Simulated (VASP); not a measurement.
# Sn (I4_1/amd) in VASP: further runs, part 2 of 3

VASP 6.6.1. The steps go on from the part before.

### Step 3. Single point, r2SCAN

This run uses another cell than the first one, of the same volume but with other edges.

File POSCAR:

```
Sn
1.0
    0.0000000000      3.0542265353      3.6650718424
    3.0542265353      0.0000000000      3.6650718424
    3.0542265353      3.0542265353      0.0000000000
Sn
2
Direct
    0.5000000000      0.5000000000      0.5000000000
    0.7500000000      0.7500000000      0.7500000000
```

File INCAR.step1:

```
ALGO     = Normal         # electronic algorithm
EDIFF    = 1E-4           # SCF threshold, eV
ENCUT    = 520            # plane-wave cutoff, eV
GGA      = PE             # functional
ISMEAR   = 0              # smearing method
LASPH    = T              # aspherical terms in the spheres
LCHARG   = F              # write CHGCAR
LREAL    = F              # projectors in reciprocal space
LWAVE    = T              # write WAVECAR
NBANDS   = 21             # bands
NELM     = 60             # most SCF steps
PREC     = Accurate       # precision mode
SIGMA    = 0.15           # smearing width, eV
```

File INCAR.step2:

```
ALGO     = Normal         # electronic algorithm
EDIFF    = 1E-6           # SCF threshold, eV
ENCUT    = 520            # plane-wave cutoff, eV
ISIF     = 2              # what is computed and relaxed
ISMEAR   = 0              # smearing method
ISTART   = 1            
LASPH    = T              # aspherical terms in the spheres
LCHARG   = F              # write CHGCAR
LMIXTAU  = T            
LREAL    = F              # projectors in reciprocal space
LWAVE    = F              # write WAVECAR
METAGGA  = R2SCAN         # meta-GGA
NBANDS   = 21             # bands
NELM     = 60             # most SCF steps
PREC     = Accurate       # precision mode
SIGMA    = 0.15           # smearing width, eV
```

File KPOINTS:

```
k-points
0
Gamma
  14 14 14
```

Potentials or basis: VASP PAW PBE potentials, release 64 (Sn_d).

The run is started by

```sh
$ cat potpaw_PBE.64/Sn_d/POTCAR > POTCAR
$ cp INCAR.step1 INCAR
$ mpirun -np 1 vasp_std > vasp.out
$ cp INCAR.step2 INCAR
$ mpirun -np 1 vasp_std > vasp.out
```

OUTCAR:

```text
EDIFF = 1E-6
   ENCUT = 520
   ISIF = 2
   ISMEAR = 0
   ISTART = 1
   LASPH = T
   LREAL = F
   METAGGA = R2SCAN
   NELM = 60
   PREC = Accurate

 ion  position               nearest neighbor table
   1  0.500  0.500  0.500-   2 2.83   2 2.83   2 2.83   2 2.83
   2  0.750  0.750  0.750-   1 2.83   1 2.83   1 2.83   1 2.83

  LATTYP: Found a body centered tetragonal cell.
 ALAT       =     4.3193285888
 C/A-ratio  =     1.6970562749

  Lattice vectors:

 A1 = (  -3.0542265353,   0.0000000000,   3.6650718424)
 A2 = (   3.0542265353,   0.0000000000,   3.6650718424)
 A3 = (   0.0000000000,   3.0542265353,  -3.6650718424)

Analysis of symmetry for initial positions (statically):
=====================================================================
 Subroutine PRICEL returns:
 Original cell was already a primitive cell.

 Routine SETGRP: Setting up the symmetry group for a
 body centered tetragonal supercell.

 Subroutine GETGRP returns: Found 16 space group operations
 (whereof  8 operations were pure point group operations)
[... 161 lines left out ...]
  ---------------------------------------------------
  free energy    TOTEN  =       -49.28618224 eV

  energy without entropy =      -49.28332912  energy(sigma->0) =      -49.28475568

 E-fermi :   5.7240     XC(G=0):  -9.6148

 val. band max:        5.6876002177   @ k =  -0.2143   0.0714   0.0000
 cond. band min:       5.7770656747   @ k =   0.0714   0.0714   0.0000
 fundamental gap:      0.0894654570
 Fermi energy:         5.7240116733

 k-point     1 :       0.0000    0.0000    0.0000
  band No.  band energies     occupation
      1     -16.8227      2.00000
      2     -16.8227      2.00000
      3     -16.7606      2.00000
      4     -16.7474      2.00000
      5     -16.7272      2.00000
      6     -16.5076      2.00000
[... 565 lines left out ...]
     20      13.3167      0.00000
     21      14.5719      0.00000

 [... further k-points ...]

------------------------ aborting loop because EDIFF is reached ----------------------------------------

  FORCE on cell =-STRESS in cart. coord.  units (eV):
  Direction    XX          YY          ZZ          XY          YZ          ZX
  --------------------------------------------------------------------------------------
  -------------------------------------------------------------------------------------
  Total        1.7347749      1.7347749     -1.6057814      0.0000000     -0.0000000      0.0000000
  in kB       40.6479587     40.6479587    -37.6254775      0.0000000     -0.0000000      0.0000000
  external PRESSURE =      14.5568133 kB  Pullay stress =       0.0000000 kB

 VOLUME and BASIS-vectors are now :
 -----------------------------------------------------------------------------
  energy-cutoff  :      520.00
  volume of cell :       68.38
      direct lattice vectors                 reciprocal lattice vectors
     0.000000000  3.054226535  3.665071842    -0.163707569  0.163707569  0.136422974
     3.054226535  0.000000000  3.665071842     0.163707569 -0.163707569  0.136422974
     3.054226535  3.054226535  0.000000000     0.163707569  0.163707569 -0.136422974

 POSITION                                       TOTAL-FORCE (eV/Angst)
 -----------------------------------------------------------------------------------
      3.05423      3.05423      3.66507        -0.000000     -0.000000      0.000000
      4.58134      4.58134      5.49761         0.000000      0.000000      0.000000
 -----------------------------------------------------------------------------------
    total drift:                                0.000000      0.000000      0.000000

  FREE ENERGIE OF THE ION-ELECTRON SYSTEM (eV)
  ---------------------------------------------------
  free  energy   TOTEN  =       -49.2861822426 eV

  energy  without entropy=      -49.2833291182  energy(sigma->0) =      -49.28475568
```

Wall time 11 min (1 thread of Intel Xeon Platinum 8124M at 3.00GHz (Skylake/Cascade Lake), shared host); peak memory 0.4 GiB.

What came out:

| Property | Result |
| --- | --- |
| Free energy | -49.2862 eV |
| Pressure | 1.5 GPa |
| Band gap on the k mesh | zero (band 14 reaches 6.10 eV, above the bottom of band 15 at 5.27 eV) |

Stress tensor (GPa, compression positive):
```
 4.06  0.00  0.00
 0.00  4.06  0.00
 0.00  0.00 -3.76
```

Levels at points of the mesh, in eV from the Fermi level:
| k point | band 10 | band 11 | band 12 | band 13 | band 14 | band 15 | band 16 | band 17 | band 18 | band 19 |
| --- | --- | --- | --- | --- | --- | --- | --- | --- | --- | --- |
| (0.00, 0.00, 0.00) | -22.13 | -11.21 | -1.15 | -0.84 | 0.37 | 0.37 | 1.95 | 1.95 | 2.74 | 5.37 |
| (0.50, 0.00, 0.00) | -22.07 | -9.48 | -6.71 | -2.09 | -0.60 | -0.45 | 3.37 | 3.65 | 6.07 | 8.17 |
| (0.50, 0.50, 0.00) | -22.04 | -8.43 | -8.43 | -2.03 | -2.03 | 1.69 | 1.69 | 7.68 | 7.68 | 8.89 |
| (0.50, 0.00, 0.50) | -22.12 | -7.70 | -7.70 | -3.05 | -3.05 | 0.40 | 0.40 | 6.83 | 6.83 | 8.17 |

Caveat: the PAW data sets were made with another functional, which shifts forces and pressure a little; spin-orbit coupling is left out, which moves the levels of the heavy elements.

### Step 4. Single point, r2SCAN

This run uses another cell than the first one, of the same volume but with other edges.

File POSCAR:

```
Sn
1.0
    0.0000000000      3.3370730904      3.0701072432
    3.3370730904      0.0000000000      3.0701072432
    3.3370730904      3.3370730904      0.0000000000
Sn
2
Direct
    0.5000000000      0.5000000000      0.5000000000
    0.7500000000      0.7500000000      0.7500000000
```

File INCAR.step1:

```
ALGO = Normal
EDIFF = 1E-4
ENCUT = 520
GGA = PE
ISMEAR = 0
LASPH = True
LCHARG = False
LREAL = False
LWAVE = True
NBANDS = 21
NELM = 100
PREC = Accurate
SIGMA = 0.15
```

File INCAR.step2:

```
ALGO = Normal
EDIFF = 1E-6
ENCUT = 520
ISIF = 2
ISMEAR = 0
ISTART = 1
LASPH = True
LCHARG = False
LMIXTAU = True
LREAL = False
LWAVE = False
METAGGA = R2SCAN
NBANDS = 21
NELM = 100
PREC = Accurate
SIGMA = 0.15
```

KPOINTS is that of step 3.

Potentials or basis: VASP PAW PBE potentials, release 64 (Sn_d).

The run is started by

```sh
$ cat potpaw_PBE.64/Sn_d/POTCAR > POTCAR
$ cp INCAR.step1 INCAR
$ mpirun -np 1 vasp_std > vasp.out
$ cp INCAR.step2 INCAR
$ mpirun -np 1 vasp_std > vasp.out
```

OUTCAR:

```text
EDIFF = 1E-6
   ENCUT = 520
   ISIF = 2
   ISMEAR = 0
   ISTART = 1
   LASPH = True
   LREAL = False
   METAGGA = R2SCAN
   NELM = 100
   PREC = Accurate

 ion  position               nearest neighbor table
   1  0.500  0.500  0.500-   2 2.82   2 2.82   2 2.82   2 2.82
   2  0.750  0.750  0.750-   1 2.82   1 2.82   1 2.82   1 2.82

  LATTYP: Found a body centered tetragonal cell.
 ALAT       =     4.7193340231
 C/A-ratio  =     1.3010764774

  Lattice vectors:

 A1 = (   0.0000000000,  -3.3370730904,  -3.0701072432)
 A2 = (   0.0000000000,   3.3370730904,  -3.0701072432)
 A3 = (   3.3370730904,   0.0000000000,   3.0701072432)

Analysis of symmetry for initial positions (statically):
=====================================================================
 Subroutine PRICEL returns:
 Original cell was already a primitive cell.

 Routine SETGRP: Setting up the symmetry group for a
 body centered tetragonal supercell.

 Subroutine GETGRP returns: Found 16 space group operations
 (whereof  8 operations were pure point group operations)
 out of a pool of 16 trial point group operations.

The static configuration has the point symmetry D_2d.
 The point group associated with its full space group is D_4h.

Analysis of symmetry for dynamics (positions and initial velocities):
=====================================================================
 Subroutine PRICEL returns:
 Original cell was already a primitive cell.

 Routine SETGRP: Setting up the symmetry group for a
 body centered tetragonal supercell.

 Subroutine GETGRP returns: Found 16 space group operations
 (whereof  8 operations were pure point group operations)
 out of a pool of 16 trial point group operations.

The dynamic configuration has the point symmetry D_2d.
 The point group associated with its full space group is D_4h.

 Subroutine INISYM returns: Found 16 space group operations
 (whereof  8 operations are pure point group operations),
 and found     1 'primitive' translations

----------------------------------------------------------------------------------------

                                     Primitive cell

  volume of cell :      68.3778

  direct lattice vectors                    reciprocal lattice vectors
     0.000000000  3.337073090  3.070107243    -0.149831900  0.149831900  0.162860760
     3.337073090  0.000000000  3.070107243     0.149831900 -0.149831900  0.162860760
     3.337073090  3.337073090  0.000000000     0.149831900  0.149831900 -0.162860760

  length of vectors
     4.534491735  4.534491735  4.719334023     0.267250488  0.267250488  0.267250488

  position of ions in fractional coordinates (direct lattice)
     0.500000000  0.500000000  0.500000000
     0.750000000  0.750000000  0.750000000

  ion indices of the primitive-cell ions
   primitive index   ion index
                 1           1
                 2           2

----------------------------------------------------------------------------------------

 KPOINTS: k-points

Automatic generation of k-mesh.
 Grid dimensions read from file:
 generate k-points for:   14   14   14

 Generating k-lattice:

  Cartesian coordinates                     Fractional coordinates (reciprocal lattice)
    -0.010702279  0.010702279  0.011632911     0.071428571 -0.000000000  0.000000000
     0.010702279 -0.010702279  0.011632911    -0.000000000  0.071428571  0.000000000
     0.010702279  0.010702279 -0.011632911     0.000000000  0.000000000  0.071428571

  Length of vectors
     0.019089321  0.019089321  0.019089321

  Shift w.r.t. Gamma in fractional coordinates (k-lattice)
     0.000000000  0.000000000  0.000000000

 Subroutine IBZKPT returns following result:
 ===========================================

 Found    244 irreducible k-points:

 Following reciprocal coordinates:
            Coordinates               Weight
  0.000000  0.000000  0.000000      1.000000
  0.071429 -0.000000  0.000000      8.000000
  0.142857  0.000000  0.000000      8.000000
  0.214286  0.000000  0.000000      8.000000
  0.285714  0.000000  0.000000      8.000000
  0.357143 -0.000000  0.000000      8.000000
[... 16 lines left out ...]
  0.214286  0.142857  0.000000      8.000000
  0.285714  0.142857  0.000000      8.000000
 [... further k-points ...]
   k-points           NKPTS =    244   k-points in BZ     NKDIM =    244   number of bands    NBANDS=     21
   number of dos      NEDOS =    301   number of ions     NIONS =      2
   total plane-waves  NPLWV =  46656
   dimension x,y,z NGX =    36 NGY =   36 NGZ =   36
   dimension x,y,z NGXF=    72 NGYF=   72 NGZF=   72
   ions per type =               2
   NGX,Y,Z   is equivalent  to a cutoff of  13.20, 13.20, 12.68 a.u.
   NGXF,Y,Z  is equivalent  to a cutoff of  26.40, 26.40, 25.36 a.u.
 SYSTEM =  unknown system
   PREC   = accura    normal or accurate (medium, high low for compatibility)
   ISTART =      1    job   : 0-new  1-cont  2-samecut
   ICHARG =      0    charge: 1-file 2-atom 10-const
   ISPIN  =      1    spin polarized calculation?
   LNONCOLLINEAR =      F non collinear calculations
   LSORBIT =      F    spin-orbit coupling
   LASPH  =      T    aspherical Exc in radial PAW
   ENCUT  =  520.0 eV  38.22 Ry    6.18 a.u.   8.43  8.43  8.77*2*pi/ulx,y,z
   NELM   =    100;   NELMIN=  2; NELMDL=  0     # of ELM steps
   EDIFF  = 0.1E-05   stopping-criterion for ELM
   LREAL  =      F    real-space projection
   EDIFFG = 0.1E-04   stopping-criterion for IOM
   NSW    =      0    number of steps for IOM
   IBRION =     -1    ionic relax: 0-MD 1-quasi-New 2-CG
   NFREE  =      0    steps in history (QN), initial steepest desc. (CG)
   ISIF   =      2    stress and relaxation
   ISYM   =      2    0-nonsym 1-usesym 2-fastsym
   POTIM  = 0.5000    time-step for ionic-motion
   TEBEG  =    0.0;   TEEND  =   0.0 temperature during run
   PSTRESS=    0.0 pullay stress
   NELECT =      28.0000    total number of electrons
   NUPDOWN=      -1.0000    fix difference up-down
   EMIN   =  10.00;   EMAX   =-10.00  energy-range for DOS
   EFERMI =   0.00;   METHOD = LEGACY
   ISMEAR =     0;   SIGMA  =   0.15  broadening in eV -4-tet -1-fermi 0-gaus
   EFERMI_NEDOS =   21; number of points for ismear=-14 and -15
   IALGO  =     38    algorithm
   IMIX   =      4    mixing-type and parameters
     AMIX     =   0.40;   BMIX     =  1.00
     AMIX_MAG =   1.60;   BMIX_MAG =  1.00
  volume/ion in A,a.u.               =      34.19       230.72
  Fermi-wavevector in a.u.,A,eV,Ry     =   1.215689  2.297319 20.108049  1.477900
  Thomas-Fermi vector in A             =   2.351068
   LORBIT       =      0    0 simple, 1 ext, 2 COOP (PROOUT), +10 PAW based schemes
   METAGGA = R2SCAN    functional components
   LHFCALC =     F    Hartree Fock is set to
   AEXX    =    0.0000 exact exchange contribution
   IVDW    =     0    specifies the selected vdW correction
   LEPSILON=     F    determine dielectric tensor
   LRPA    =     F    only Hartree local field effects (RPA)
 non-spin polarized calculation
 Gauss-broadening in eV      SIGMA  =   0.15
  energy-cutoff  :      520.00
  volume of cell :       68.38
 maximum number of plane-waves:      1867
 NGX is ok and might be reduce to    36

 number of electron      27.9999998 magnetization

 Free energy of the ion-electron system (eV)
  ---------------------------------------------------
  ext. energy  EPLUGINS =         0.00000000
  ---------------------------------------------------
  free energy    TOTEN  =       -49.45215446 eV

  energy without entropy =      -49.45107878  energy(sigma->0) =      -49.45161662

 E-fermi :   5.6383     XC(G=0):  -9.5946

 val. band max:        5.6235096976   @ k =   0.5000   0.0000   0.0000
 cond. band min:       5.6596910197   @ k =   0.4286   0.0000   0.0000
 fundamental gap:      0.0361813221
 Fermi energy:         5.6382767879

 k-point     1 :       0.0000    0.0000    0.0000
  band No.  band energies     occupation
      1     -16.8518      2.00000
      2     -16.8133      2.00000
      3     -16.8133      2.00000
      4     -16.7680      2.00000
      5     -16.7521      2.00000
      6     -16.4599      2.00000
[... 13 lines left out ...]
     20      13.1800      0.00000
     21      13.9038      0.00000
[... 529 lines left out ...]
 k-point    24 :       0.2857    0.1429    0.0000
  band No.  band energies     occupation
      1     -16.8596      2.00000
      2     -16.8339      2.00000
      3     -16.8075      2.00000
      4     -16.7221      2.00000
      5     -16.6972      2.00000
      6     -16.5191      2.00000
[... 13 lines left out ...]
     20      13.4347      0.00000
     21      13.7617      0.00000

 [... further k-points ...]

------------------------ aborting loop because EDIFF is reached ----------------------------------------

  FORCE on cell =-STRESS in cart. coord.  units (eV):
  Direction    XX          YY          ZZ          XY          YZ          ZX
  --------------------------------------------------------------------------------------
  -------------------------------------------------------------------------------------
  Total        0.2863908      0.2863908      1.3599979      0.0000000      0.0000000      0.0000000
  in kB        6.7104975      6.7104975     31.8664622      0.0000000      0.0000000      0.0000000
  external PRESSURE =      15.0958191 kB  Pullay stress =       0.0000000 kB

 VOLUME and BASIS-vectors are now :
 -----------------------------------------------------------------------------
  energy-cutoff  :      520.00
  volume of cell :       68.38
      direct lattice vectors                 reciprocal lattice vectors
     0.000000000  3.337073090  3.070107243    -0.149831900  0.149831900  0.162860760
     3.337073090  0.000000000  3.070107243     0.149831900 -0.149831900  0.162860760
     3.337073090  3.337073090  0.000000000     0.149831900  0.149831900 -0.162860760

 POSITION                                       TOTAL-FORCE (eV/Angst)
 -----------------------------------------------------------------------------------
      3.33707      3.33707      3.07011        -0.000000     -0.000000      0.000000
      5.00561      5.00561      4.60516         0.000000      0.000000     -0.000000
 -----------------------------------------------------------------------------------
    total drift:                                0.000000      0.000000      0.000000

  FREE ENERGIE OF THE ION-ELECTRON SYSTEM (eV)
  ---------------------------------------------------
  free  energy   TOTEN  =       -49.4521544554 eV

  energy  without entropy=      -49.4510787772  energy(sigma->0) =      -49.45161662
```

OUTCAR.step1:

```text
EDIFF = 1E-4
   ENCUT = 520
   GGA = PE
   ISMEAR = 0
   LASPH = True
[... 800 lines left out ...]
 -----------------------------------------------------------------------------------
      3.33707      3.33707      3.07011         0.000000      0.000000      0.000000
      5.00561      5.00561      4.60516         0.000000      0.000000      0.000000
 -----------------------------------------------------------------------------------
    total drift:                                0.000000      0.000000      0.000000

  FREE ENERGIE OF THE ION-ELECTRON SYSTEM (eV)
  ---------------------------------------------------
  free  energy   TOTEN  =        -7.6192330670 eV

  energy  without entropy=       -7.6177307874  energy(sigma->0) =       -7.61848193
```

Run time: 6.6 min. Hardware: 1 thread of Intel Xeon 6975P-C (Granite Rapids), shared host; peak memory 0.41 GiB.

What came out:

- Free energy: -49.4522 eV
- Pressure: 1.5 GPa

Levels at points of the mesh, in eV from the Fermi level:
| k point | band 10 | band 11 | band 12 | band 13 | band 14 | band 15 | band 16 | band 17 | band 18 | band 19 |
| --- | --- | --- | --- | --- | --- | --- | --- | --- | --- | --- |
| (0.00, 0.00, 0.00) | -22.05 | -11.18 | -0.48 | -0.24 | -0.24 | 0.30 | 1.93 | 2.31 | 2.31 | 5.36 |
| (0.50, 0.00, 0.00) | -22.00 | -9.46 | -6.65 | -1.62 | -1.04 | -0.01 | 3.12 | 3.58 | 5.96 | 8.42 |
| (0.50, 0.50, 0.00) | -22.03 | -7.70 | -7.70 | -3.03 | -3.03 | 0.50 | 0.50 | 8.12 | 8.12 | 9.87 |
| (0.50, 0.00, 0.50) | -21.99 | -8.01 | -8.01 | -2.56 | -2.56 | 1.05 | 1.05 | 7.76 | 7.76 | 9.29 |

Caveat: the PAW data sets were made with another functional, which shifts forces and pressure a little; spin-orbit coupling is left out, which moves the levels of the heavy elements.

(Continued in part 3 of 3.)
